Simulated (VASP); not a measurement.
Wanted: the native input for a VASP 6.6.1 run.

```yaml
Task: single point
Functional: PBE
Potentials_or_basis: VASP PAW PBE potentials, release 64 (K_sv, F)
Cutoff: 520 eV
k_mesh: 8 × 8 × 8
Occupations: gaussian, width 0.05 eV
Spin: no spin polarisation
Dipole_correction: no
Further_INCAR_settings: ALGO = Normal; EDIFF = 1e-07; NBANDS = 15
```

The structure of KF lies in POSCAR:

```
KF
1.0
    0.0000000000      2.6333975000      2.6735000000
    2.7136025000      0.0000000000      2.6735000000
    2.7136025000      2.6333975000      0.0000000000
K F
1 1
Direct
    0.0000000000      0.0000000000      0.0000000000
    0.5000000000      0.5000000000      0.5000000000
```

This cell differs from its parent crystal: strain +0.0150 x Voigt [1, -1, 0, 0, 0, 0].

One way to write it, as run:

INCAR

```
SYSTEM = KF
PREC = Accurate
ENCUT = 520
EDIFF = 1E-7
ISMEAR = 0
SIGMA = 0.05
LREAL = .False.
LASPH = .True.
NELM = 60
ALGO = Normal
ISIF = 2
LWAVE = .False.
LCHARG = .True.
GGA = PE
LELF = .True.
LVHAR = .True.
NBANDS = 15
```

KPOINTS

```
Automatic mesh
0
Gamma
  8 8 8
  0 0 0
```

Potentials or basis: VASP PAW PBE potentials, release 64 (K_sv, F).

Run with:

```console
$ cat potpaw_PBE.64/K_sv/POTCAR potpaw_PBE.64/F/POTCAR > POTCAR
$ mpirun -np 1 vasp_std > vasp.out
```

Results of the run:

```yaml
Pressure: 1.4 GPa
Band_gap_on_the_k_mesh: 6.13 eV
```

Caveat: the cell differs from its parent crystal (strain +0.0150 x Voigt [1, -1, 0, 0, 0, 0]).

Run time: 86 s on 1 thread of Intel Xeon 8259CL (shared host), peak memory 0.19 GiB.
